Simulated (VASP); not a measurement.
Set up this calculation in VASP 6.6.1, as the native input.

- Task: single point
- Functional: PBE
- Potentials or basis: VASP PAW PBE potentials, release 64 (Sr_sv)
- Cutoff: 520 eV
- k mesh: 18 × 18 × 8
- Occupations: gaussian, width 0.1 eV
- Spin: no spin polarisation
- Dipole correction: no
- Further INCAR settings: ALGO = Fast; EDIFF = 1e-07; NBANDS = 17

The structure of Sr lies in POSCAR:

```
Sr
1.0
    4.2625505507      0.0000000000      0.0000000000
   -2.1312752753      3.6914770618      0.0000000000
    0.0000000000      0.0000000000      7.0200147736
Sr
2
Direct
    0.6666666667      0.3333333333      0.7500000000
    0.3333333333      0.6666666667      0.2500000000
```

The cell was built from a structure type or drawn by symmetry, and may not be a known phase.

One way to write it, as run:

INCAR

```
  PREC = Accurate
  ENCUT = 520
  EDIFF = 1E-7
  ISMEAR = 0
  SIGMA = 0.1
  LREAL = False
  LASPH = True
  NELM = 60
  ALGO = Fast
  ISIF = 2
  LWAVE = False
  LCHARG = False
  GGA = PE
  NBANDS = 17
```

KPOINTS

```
Automatic mesh
0
Gamma
  18 18 8
```

Potentials or basis: VASP PAW PBE potentials, release 64 (Sr_sv).

The run is started by

```bash
$ cat potpaw_PBE.64/Sr_sv/POTCAR > POTCAR
$ mpirun -np 1 vasp_std > vasp.out
```

Results of the run:

```yaml
Pressure: 0.0 GPa
Band_gap_on_the_k_mesh: zero (bands 10 and 11 overlap by 0.27 eV)
```

Run time: 8.8 min on 1 thread of Intel Xeon 8259CL, with other jobs on the host, peak memory 0.44 GiB.
